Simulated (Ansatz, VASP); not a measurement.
## MgBe2SO2: VASP beside Ansatz

```
Mg Be S O
1.0
     4.68746    0.39536    0.19642
     1.78017    4.53368   -0.29848
     1.57142   -0.25090    7.77611
Mg Be S O
2 4 2 4
Cartesian
  4.3770 2.0298 7.4973
  3.8637 3.9775 2.3608
  5.0021 1.8688 4.5623
  4.4244 1.0255 2.0565
  3.4212 4.4827 5.7671
  1.8378 2.3791 2.3865
  3.2460 2.8986 4.5557
  4.4979 4.5705 7.4998
  5.4216 1.4860 5.9588
  1.1146 3.6964 1.9836
  5.6392 1.5586 3.1330
  3.2671 2.1082 1.6760
```

Change from the starting cell: the structure that the rattled cell fell into.

Alike in both runs: functional PBE; k mesh 4 × 4 × 2; occupations gaussian, width 0.1 eV; no spin polarisation.

Ansatz relaxed the structure, and its values are those at the end. VASP's run is a single point on that final structure, the one shown.

```csv
,VASP,Ansatz
version,VASP 6.6.1,Ansatz 0.2.0
potentials or method,"VASP PAW PBE potentials, release 64 (Mg, Be, S, O), cutoff 520 eV","scalar-relativistic, plane waves, PAW"
valence electrons in the cell,48,64
```

```tsv
	VASP	Ansatz	Ansatz less VASP
gap on the k mesh at the Fermi level (eV)	3.87	3.89	+0.013
least direct gap on the mesh (eV)	3.87	3.89	+0.013
pressure (GPa)	-0.1	0.0	+0.09
rms of the force components (eV/Å)	0.019	0.016	-0.0023
```

VASP's potentials hold 48 valence electrons a cell and Ansatz's 64, so a difference there can come from the potentials and not from the codes.
